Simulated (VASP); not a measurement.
# SnSe (Fm-3m) in VASP: further runs

The runs below take SnSe through single point, with PBEsol.

Program: VASP 6.6.1. These are calculated values, not measurements. Logs are shortened: lines on timing, memory, paths and dates and some standing lists are left out, and cuts for length are marked.

## 1. The cell of the first run

Symmetry: Fm-3m, No. 225, cubic system. The conventional cell has a = 5.946 Å, b = 5.946 Å, c = 5.946 Å, α = 90.00°, β = 90.00°, γ = 90.00°. Sn (site symmetry m-3m) has 6 Se at 2.97 Å within 3.9 Å. Se (site symmetry m-3m) has 6 Sn at 2.97 Å within 3.9 Å.

## 2. Single point, PBEsol

The input, INCAR:

```
  PREC = Accurate
  ENCUT = 520
  EDIFF = 1E-6
  ISMEAR = 0
  SIGMA = 0.05
  LREAL = F
  LASPH = T
  NELM = 100
  ALGO = Normal
  ISIF = 2
  LWAVE = F
  LCHARG = F
  GGA = PS
  NBANDS = 17
```

The input, KPOINTS:

```
Automatic mesh
0
Gamma
  8 8 8
```

The input, POSCAR:

```
SnSe
1.0
    0.0000000000      2.9727546651      2.9727546651
    2.9727546651      0.0000000000      2.9727546651
    2.9727546651      2.9727546651      0.0000000000
Sn Se
1 1
Direct
    0.0000000000      0.0000000000      0.0000000000
    0.5000000000      0.5000000000      0.5000000000
```

Potentials or basis: VASP PAW PBE potentials, release 64 (Sn_d, Se).

Started as:

```console
$ cat potpaw_PBE.64/Sn_d/POTCAR potpaw_PBE.64/Se/POTCAR > POTCAR
$ mpirun -np 1 vasp_std > vasp.out
```

OUTCAR:

```text
PREC = Accurate
   ENCUT = 520
   EDIFF = 1E-6
   ISMEAR = 0
   LREAL = F
   LASPH = T
   NELM = 100
   ISIF = 2
   GGA = PS

 ion  position               nearest neighbor table
   1  0.000  0.000  0.000-   2 2.97   2 2.97   2 2.97   2 2.97   2 2.97   2 2.97
   2  0.500  0.500  0.500-   1 2.97   1 2.97   1 2.97   1 2.97   1 2.97   1 2.97

  LATTYP: Found a face centered cubic cell.
 ALAT       =     5.9455093302

  Lattice vectors:

 A1 = (   0.0000000000,   2.9727546651,   2.9727546651)
 A2 = (   2.9727546651,   0.0000000000,   2.9727546651)
 A3 = (   2.9727546651,   2.9727546651,   0.0000000000)

Analysis of symmetry for initial positions (statically):
=====================================================================
 Subroutine PRICEL returns:
 Original cell was already a primitive cell.

 Routine SETGRP: Setting up the symmetry group for a
 face centered cubic supercell.

 Subroutine GETGRP returns: Found 48 space group operations
 (whereof 48 operations were pure point group operations)
 out of a pool of 48 trial point group operations.

The static configuration has the point symmetry O_h .

Analysis of symmetry for dynamics (positions and initial velocities):
=====================================================================
 Subroutine PRICEL returns:
 Original cell was already a primitive cell.

 Routine SETGRP: Setting up the symmetry group for a
 face centered cubic supercell.

 Subroutine GETGRP returns: Found 48 space group operations
 (whereof 48 operations were pure point group operations)
 out of a pool of 48 trial point group operations.

The dynamic configuration has the point symmetry O_h .

 Subroutine INISYM returns: Found 48 space group operations
 (whereof 48 operations are pure point group operations),
 and found     1 'primitive' translations

----------------------------------------------------------------------------------------

                                     Primitive cell

  volume of cell :      52.5421

  direct lattice vectors                    reciprocal lattice vectors
     0.000000000  2.972754665  2.972754665    -0.168194169  0.168194169  0.168194169
     2.972754665  0.000000000  2.972754665     0.168194169 -0.168194169  0.168194169
     2.972754665  2.972754665  0.000000000     0.168194169  0.168194169 -0.168194169

  length of vectors
     4.204109965  4.204109965  4.204109965     0.291320846  0.291320846  0.291320846

  position of ions in fractional coordinates (direct lattice)
     0.000000000  0.000000000  0.000000000
     0.500000000  0.500000000  0.500000000

  ion indices of the primitive-cell ions
   primitive index   ion index
                 1           1
                 2           2

----------------------------------------------------------------------------------------

 KPOINTS: Automatic mesh

Automatic generation of k-mesh.
 Grid dimensions read from file:
 generate k-points for:    8    8    8

 Generating k-lattice:

  Cartesian coordinates                     Fractional coordinates (reciprocal lattice)
    -0.021024271  0.021024271  0.021024271     0.125000000  0.000000000  0.000000000
     0.021024271 -0.021024271  0.021024271     0.000000000  0.125000000  0.000000000
     0.021024271  0.021024271 -0.021024271     0.000000000  0.000000000  0.125000000

  Length of vectors
     0.036415106  0.036415106  0.036415106

  Shift w.r.t. Gamma in fractional coordinates (k-lattice)
     0.000000000  0.000000000  0.000000000

 Subroutine IBZKPT returns following result:
 ===========================================

 Found     29 irreducible k-points:

 Following reciprocal coordinates:
            Coordinates               Weight
  0.000000  0.000000  0.000000      1.000000
  0.125000  0.000000  0.000000      8.000000
  0.250000  0.000000  0.000000      8.000000
  0.375000  0.000000  0.000000      8.000000
  0.500000  0.000000  0.000000      4.000000
  0.125000  0.125000  0.000000      6.000000
[... 16 lines left out ...]
  0.500000  0.250000  0.125000     48.000000
 -0.375000  0.250000  0.125000     24.000000
 [... further k-points ...]
   k-points           NKPTS =     29   k-points in BZ     NKDIM =     29   number of bands    NBANDS=     17
   number of dos      NEDOS =    301   number of ions     NIONS =      2
   total plane-waves  NPLWV =  32768
   dimension x,y,z NGX =    32 NGY =   32 NGZ =   32
   dimension x,y,z NGXF=    64 NGYF=   64 NGZF=   64
   ions per type =               1   1
   NGX,Y,Z   is equivalent  to a cutoff of  12.65, 12.65, 12.65 a.u.
   NGXF,Y,Z  is equivalent  to a cutoff of  25.31, 25.31, 25.31 a.u.
 SYSTEM =  unknown system
   PREC   = accura    normal or accurate (medium, high low for compatibility)
   ISTART =      0    job   : 0-new  1-cont  2-samecut
   ICHARG =      2    charge: 1-file 2-atom 10-const
   ISPIN  =      1    spin polarized calculation?
   LNONCOLLINEAR =      F non collinear calculations
   LSORBIT =      F    spin-orbit coupling
   LASPH  =      T    aspherical Exc in radial PAW
   ENCUT  =  520.0 eV  38.22 Ry    6.18 a.u.   7.82  7.82  7.82*2*pi/ulx,y,z
   NELM   =    100;   NELMIN=  2; NELMDL= -5     # of ELM steps
   EDIFF  = 0.1E-05   stopping-criterion for ELM
   LREAL  =      F    real-space projection
   EDIFFG = 0.1E-04   stopping-criterion for IOM
   NSW    =      0    number of steps for IOM
   IBRION =     -1    ionic relax: 0-MD 1-quasi-New 2-CG
   NFREE  =      0    steps in history (QN), initial steepest desc. (CG)
   ISIF   =      2    stress and relaxation
   ISYM   =      2    0-nonsym 1-usesym 2-fastsym
   POTIM  = 0.5000    time-step for ionic-motion
   TEBEG  =    0.0;   TEEND  =   0.0 temperature during run
   PSTRESS=    0.0 pullay stress
   NELECT =      20.0000    total number of electrons
   NUPDOWN=      -1.0000    fix difference up-down
   EMIN   =  10.00;   EMAX   =-10.00  energy-range for DOS
   EFERMI =   0.00;   METHOD = LEGACY
   ISMEAR =     0;   SIGMA  =   0.05  broadening in eV -4-tet -1-fermi 0-gaus
   EFERMI_NEDOS =   21; number of points for ismear=-14 and -15
   IALGO  =     38    algorithm
   IMIX   =      4    mixing-type and parameters
     AMIX     =   0.40;   BMIX     =  1.00
     AMIX_MAG =   1.60;   BMIX_MAG =  1.00
  volume/ion in A,a.u.               =      26.27       177.29
  Fermi-wavevector in a.u.,A,eV,Ry     =   1.186449  2.242064 19.152396  1.407661
  Thomas-Fermi vector in A             =   2.322622
   LORBIT       =      0    0 simple, 1 ext, 2 COOP (PROOUT), +10 PAW based schemes
   GGA     = PS    functional components
   LHFCALC =     F    Hartree Fock is set to
   AEXX    =    0.0000 exact exchange contribution
   IVDW    =     0    specifies the selected vdW correction
   LEPSILON=     F    determine dielectric tensor
   LRPA    =     F    only Hartree local field effects (RPA)
 non-spin polarized calculation
 Gauss-broadening in eV      SIGMA  =   0.05
  energy-cutoff  :      520.00
  volume of cell :       52.54
 maximum number of plane-waves:      1428
   NGX = 15   NGY = 15   NGZ = 15

 number of electron      20.0000006 magnetization

 Free energy of the ion-electron system (eV)
  ---------------------------------------------------
  ext. energy  EPLUGINS =         0.00000000
  ---------------------------------------------------
  free energy    TOTEN  =        -8.98564960 eV

  energy without entropy =       -8.98564960  energy(sigma->0) =       -8.98564960

 E-fermi :   5.9522     XC(G=0):  -9.9458

 val. band max:        5.7500180184   @ k =   0.5000   0.0000   0.0000
 cond. band min:       6.4988570273   @ k =  -0.3750   0.1250   0.0000
 fundamental gap:      0.7488390089
 Fermi energy:         5.9521766346

 k-point     1 :       0.0000    0.0000    0.0000
  band No.  band energies     occupation
      1     -15.6178      2.00000
      2     -15.6178      2.00000
      3     -15.6168      2.00000
      4     -15.6168      2.00000
      5     -15.6168      2.00000
      6      -8.2758      2.00000
[... 9 lines left out ...]
     16      11.6218      0.00000
     17      13.8658      0.00000

 k-point     2 :       0.1250    0.0000    0.0000
  band No.  band energies     occupation
      1     -15.6191      2.00000
      2     -15.6191      2.00000
      3     -15.6164      2.00000
      4     -15.6147      2.00000
      5     -15.6147      2.00000
      6      -8.1579      2.00000
[... 9 lines left out ...]
     16      12.0094      0.00000
     17      15.1152      0.00000

 k-point     3 :       0.2500    0.0000    0.0000
  band No.  band energies     occupation
      1     -15.6226      2.00000
      2     -15.6226      2.00000
      3     -15.6154      2.00000
      4     -15.6092      2.00000
      5     -15.6092      2.00000
      6      -7.8383      2.00000
[... 9 lines left out ...]
     16      12.9980      0.00000
     17      17.3566      0.00000

 k-point     4 :       0.3750    0.0000    0.0000
  band No.  band energies     occupation
      1     -15.6260      2.00000
      2     -15.6260      2.00000
      3     -15.6145      2.00000
      4     -15.6037      2.00000
      5     -15.6037      2.00000
      6      -7.4468      2.00000
[... 9 lines left out ...]
     16      14.5148      0.00000
     17      17.4213      0.00000
[... 343 lines left out ...]
      1     -15.6303      2.00000
      2     -15.6182      2.00000
      3     -15.6176      2.00000
      4     -15.6067      2.00000
      5     -15.6048      2.00000
      6      -7.5803      2.00000
[... 9 lines left out ...]
     16      15.3233      0.00000
     17      15.5272      0.00000

 k-point    23 :       0.5000    0.2500    0.1250
  band No.  band energies     occupation
      1     -15.6335      2.00000
      2     -15.6206      2.00000
      3     -15.6143      2.00000
      4     -15.6049      2.00000
      5     -15.6018      2.00000
      6      -7.2454      2.00000
[... 9 lines left out ...]
     16      15.5801      0.00000
     17      17.0644      0.00000

 k-point    24 :      -0.3750    0.2500    0.1250
  band No.  band energies     occupation
      1     -15.6346      2.00000
      2     -15.6218      2.00000
      3     -15.6110      2.00000
      4     -15.6064      2.00000
      5     -15.6001      2.00000
      6      -7.0856      2.00000
[... 9 lines left out ...]
     16      16.6909      0.00000
     17      16.7856      0.00000

 [... further k-points ...]

------------------------ aborting loop because EDIFF is reached ----------------------------------------

  FORCE on cell =-STRESS in cart. coord.  units (eV):
  Direction    XX          YY          ZZ          XY          YZ          ZX
  --------------------------------------------------------------------------------------
  -------------------------------------------------------------------------------------
  Total        0.0050719      0.0050719      0.0050719      0.0000000      0.0000000     -0.0000000
  in kB        0.1546599      0.1546599      0.1546599      0.0000000      0.0000000     -0.0000000
  external PRESSURE =       0.1546599 kB  Pullay stress =       0.0000000 kB

 VOLUME and BASIS-vectors are now :
 -----------------------------------------------------------------------------
  energy-cutoff  :      520.00
  volume of cell :       52.54
      direct lattice vectors                 reciprocal lattice vectors
     0.000000000  2.972754665  2.972754665    -0.168194169  0.168194169  0.168194169
     2.972754665  0.000000000  2.972754665     0.168194169 -0.168194169  0.168194169
     2.972754665  2.972754665  0.000000000     0.168194169  0.168194169 -0.168194169

 POSITION                                       TOTAL-FORCE (eV/Angst)
 -----------------------------------------------------------------------------------
      0.00000      0.00000      0.00000        -0.000000     -0.000000     -0.000000
      2.97275      2.97275      2.97275         0.000000      0.000000      0.000000
 -----------------------------------------------------------------------------------
    total drift:                                0.000000     -0.000000     -0.000000

  FREE ENERGIE OF THE ION-ELECTRON SYSTEM (eV)
  ---------------------------------------------------
  free  energy   TOTEN  =        -8.9856495981 eV

  energy  without entropy=       -8.9856495981  energy(sigma->0) =       -8.98564960
```

Wall time 24 s (1 thread of Intel Xeon Platinum 8488C (Sapphire Rapids), shared host); peak memory 0.18 GiB.

What came out:

| Quantity | Value |
| --- | --- |
| Free energy | -8.9856 eV |
| Pressure | 0.0 GPa |
| Band gap on the k mesh | 0.75 eV, indirect (least direct gap 0.82 eV) |

Levels at points of the mesh, in eV from the valence-band top:
```
           k point  band 6  band 7  band 8  band 9  band 10  band 11  band 12  band 13  band 14  band 15
(0.00, 0.00, 0.00)  -14.03   -4.87   -2.18   -2.18    -2.18     4.54     4.54     4.54     5.87     5.87
(0.50, 0.00, 0.00)  -13.00   -8.17   -1.92   -1.92     0.00     0.82     1.30     1.30     8.34    10.31
(0.50, 0.50, 0.00)  -12.68   -5.94   -5.65   -3.71    -3.71     2.91     5.65     5.65     6.29    10.69
```

Caveat: the PAW data sets were made with another functional, which shifts forces and pressure a little; spin-orbit coupling is left out, which moves the levels of the heavy elements. A k mesh can miss the band edges.

## 3. Single point, PBEsol

The input, INCAR:

```
PREC = Accurate ; ENCUT = 520
EDIFF = 1E-6 ; ISMEAR = 0
SIGMA = 0.05 ; LREAL = F
LASPH = T ; NELM = 100
ALGO = Normal ; ISIF = 2
LWAVE = F ; LCHARG = F
GGA = PS ; NBANDS = 17
```

The input, KPOINTS:

```
Automatic mesh
0
Gamma
  10 10 10
```

POSCAR is that of step 2.

Potentials or basis: VASP PAW PBE potentials, release 64 (Sn_d, Se).

Started as:

```console
$ cat potpaw_PBE.64/Sn_d/POTCAR potpaw_PBE.64/Se/POTCAR > POTCAR
$ mpirun -np 1 vasp_std > vasp.out
```

Wall time 25 s (1 thread of Intel Xeon Platinum 8488C (Sapphire Rapids), shared host); peak memory 0.19 GiB.

The run converged. Its results:

| Quantity | Value |
| --- | --- |
| Free energy | -8.9777 eV |
| Pressure | 0.1 GPa |
| Band gap on the k mesh | 0.47 eV, indirect (least direct gap 0.58 eV) |

Levels at points of the mesh, in eV from the valence-band top:
| k point | band 7 | band 8 | band 9 | band 10 | band 11 | band 12 | band 13 | band 14 |
| --- | --- | --- | --- | --- | --- | --- | --- | --- |
| (0.00, 0.00, 0.00) | -4.96 | -2.26 | -2.26 | -2.26 | 4.45 | 4.45 | 4.45 | 5.79 |
| (0.50, 0.00, 0.00) | -8.25 | -2.00 | -2.00 | -0.08 | 0.74 | 1.22 | 1.22 | 8.26 |
| (0.50, 0.50, 0.00) | -6.02 | -5.74 | -3.79 | -3.79 | 2.82 | 5.56 | 5.56 | 6.20 |

Caveat: the PAW data sets were made with another functional, which shifts forces and pressure a little; spin-orbit coupling is left out, which moves the levels of the heavy elements.

## 4. Single point, PBEsol

This run uses another cell than the first one: it holds 8 atoms, not 2.

The input, INCAR:

```
SYSTEM = SnSe
ALGO     = Normal         ! electronic algorithm
EDIFF    = 1E-6           ! SCF threshold, eV
ENCUT    = 520            ! plane-wave cutoff, eV
GGA      = PS             ! functional
ISIF     = 2              ! what is computed and relaxed
ISMEAR   = 0              ! smearing method
LASPH    = .True.         ! aspherical terms in the spheres
LCHARG   = .False.        ! write CHGCAR
LREAL    = .False.        ! projectors in reciprocal space
LWAVE    = .False.        ! write WAVECAR
NBANDS   = 50             ! bands
NELM     = 100            ! most SCF steps
PREC     = Accurate       ! precision mode
SIGMA    = 0.05           ! smearing width, eV
```

The input, KPOINTS:

```
k-points
0
Gamma
  6 6 6
  0 0 0
```

The input, POSCAR:

```
SnSe
1.0
    5.9455093302      0.0000000000      0.0000000000
    0.0000000000     -5.9455093302      0.0000000000
    0.0000000000      0.0000000000     -5.9455093302
Sn Se
4 4
Direct
    0.0000000000      0.0000000000      0.0000000000
    0.5000000000      0.5000000000      0.0000000000
    0.5000000000      0.0000000000      0.5000000000
    0.0000000000      0.5000000000      0.5000000000
    0.5000000000      0.0000000000      0.0000000000
    0.0000000000      0.5000000000      0.0000000000
    0.0000000000      0.0000000000      0.5000000000
    0.5000000000      0.5000000000      0.5000000000
```

Started as:

```console
$ cat potpaw_PBE.64/Sn_d/POTCAR potpaw_PBE.64/Se/POTCAR > POTCAR
$ mpirun -np 1 vasp_std > vasp.out
```

It took 2.6 min on 1 thread of Intel Xeon Platinum 8488C (Sapphire Rapids), shared host; peak memory 0.42 GiB.

It converged, with:

- Free energy: -35.9069 eV
- Pressure: 0.1 GPa
- Band gap on the k mesh: 0.33 eV

Levels at points of the mesh, in eV from the valence-band top:
```csv
k point,band 38,band 39,band 40,band 41,band 42,band 43
"(0.00, 0.00, 0.00)",-2.27,-2.27,-2.27,2.81,2.81,2.81
"(0.50, 0.00, 0.00)",-1.73,-0.77,-0.77,1.50,1.50,2.20
"(0.50, 0.50, 0.00)",-0.60,-0.60,-0.60,1.25,1.25,1.25
"(0.50, 0.50, 0.50)",-0.09,-0.09,-0.09,0.73,0.73,0.73
```

Caveat: the PAW data sets were made with another functional, which shifts forces and pressure a little; spin-orbit coupling is left out, which moves the levels of the heavy elements.

## 5. The runs side by side

| cell | k mesh | gap on the mesh (eV) | pressure (GPa) |
| --- | --- | --- | --- |
| a = 4.204 Å, angles 60.0°, 2 atoms | 8 × 8 × 8 | 0.75 | 0.0 |
| a = 4.204 Å, angles 60.0°, 2 atoms | 10 × 10 × 10 | 0.47 | 0.1 |
| a = 5.946 Å, 8 atoms | 6 × 6 × 6 | 0.33 | 0.1 |

Alike in all rows: task single point; level PBEsol; potentials or basis VASP PAW PBE potentials, release 64 (Sn_d, Se); no spin polarisation; cutoff (eV) 520; smearing gaussian 0.05 eV.

Caveats: the PAW data sets were made with another functional, which shifts forces and pressure a little; spin-orbit coupling is left out, which moves the levels of the heavy elements.

Absolute energies hang on the potentials; compare differences alone.
